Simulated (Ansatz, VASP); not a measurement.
# One calculation of WS2, two programs

```
W S
1.0
     3.18141    0.00000    0.00000
    -1.59071    2.75518    0.00000
     0.00000    0.00000   23.45126
W S
2 4
Direct
  0.33333 0.66667 0.63794
  0.66667 0.33333 0.36206
  0.33333 0.66667 0.29624
  0.66667 0.33333 0.57210
  0.33333 0.66667 0.42790
  0.66667 0.33333 0.70376
```

Change from the starting cell: strain -0.0100 x Voigt [0, 0, 1, 0, 0, 0], atoms carried along.

Alike in both runs: task single point; functional r2SCAN; k mesh 12 × 12 × 2; occupations gaussian, width 0.05 eV; no spin polarisation.

|  | VASP | Ansatz |
| --- | --- | --- |
| version | VASP 6.6.1 | Ansatz 0.2.0 |
| potentials or method | VASP PAW PBE potentials, release 64 (W_sv, S), cutoff 520 eV | scalar-relativistic, plane waves, PAW |
| valence electrons in the cell | 52 | 52 |

```tsv
	VASP	Ansatz	Ansatz less VASP
gap on the k mesh at the Fermi level (eV)	1.47	1.45	-0.019
least direct gap on the mesh (eV)	1.86	1.86	-0.004
rms of the force components (eV/Å)	0.165	0.155	-0.0103
```

VASP's potentials were made for PBE, not for r2SCAN. Atom by atom the forces differ by 0.010 eV/Å (rms over components).

Spin-orbit coupling is off throughout.
